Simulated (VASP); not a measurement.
## Ga3Sb: single point with PBE

Crystal: Ga3Sb.

```
Ga Sb
1.0
    -2.45709    2.11424    4.22032
     2.45709   -2.11424    4.22032
     2.45709    2.11424   -4.22032
Ga Sb
3 1
Direct
  0.75000 0.25000 0.50000
  0.25000 0.75000 0.50000
  0.50000 0.50000 0.00000
  0.00000 0.00000 0.00000
```

This cell differs from its parent crystal: strain +0.0750 x Voigt [1, -1, 0, 0, 0, 0].

* Program: VASP 6.6.1
* Task: single point
* Functional: PBE
* Potentials or basis: VASP PAW PBE potentials, release 64 (Ga_d, Sb)
* Cutoff: 520 eV
* k mesh: 14 × 14 × 14
* Occupations: gaussian, width 0.15 eV
* Spin: no spin polarisation
* Dipole correction: no
* Further INCAR settings: ALGO = Fast; EDIFF = 1e-06; NBANDS = 30

```
Pressure               : 0.3 GPa
Largest force          : 0.191 eV/Å
Band gap on the k mesh : zero (bands 22 and 23 overlap by 3.69 eV)
```

Forces in eV/Å, atoms in the order of the input:
```
Ga   0.000  0.000  0.191
Ga   0.000  0.000 -0.191
Ga   0.000  0.000  0.000
Sb   0.000  0.000  0.000
```

Stress tensor (GPa, compression positive):
```
 0.13  0.00  0.00
 0.00  0.82  0.00
 0.00  0.00 -0.01
```

Levels at points of the mesh, in eV from the Fermi level:
```tsv
k point	band 18	band 19	band 20	band 21	band 22	band 23	band 24	band 25	band 26	band 27
(0.00, 0.00, 0.00)	-3.44	-2.51	-2.43	-2.31	-1.13	-1.12	0.34	0.81	0.97	2.51
(0.50, 0.00, 0.00)	-5.03	-4.13	-2.41	-1.89	-1.51	-0.64	1.12	2.00	2.98	3.43
(0.00, 0.50, 0.00)	-5.03	-4.70	-1.21	-0.24	-0.07	0.27	2.05	3.21	3.99	4.08
(0.50, 0.50, 0.00)	-5.80	-5.16	-4.62	-4.25	0.99	1.01	1.52	1.81	4.92	5.70
(0.50, 0.50, 0.50)	-5.36	-4.13	-2.77	-2.65	1.94	3.28	3.85	4.63	5.14	5.29
```

Wall time 19 min on 1 thread of Intel(R) Xeon(R) Platinum 8488C (Sapphire Rapids) (shared host), peak memory 0.96 GiB.

Caveat: the cell differs from its parent crystal (strain +0.0750 x Voigt [1, -1, 0, 0, 0, 0]); spin-orbit coupling is left out, which moves the levels of the heavy elements.
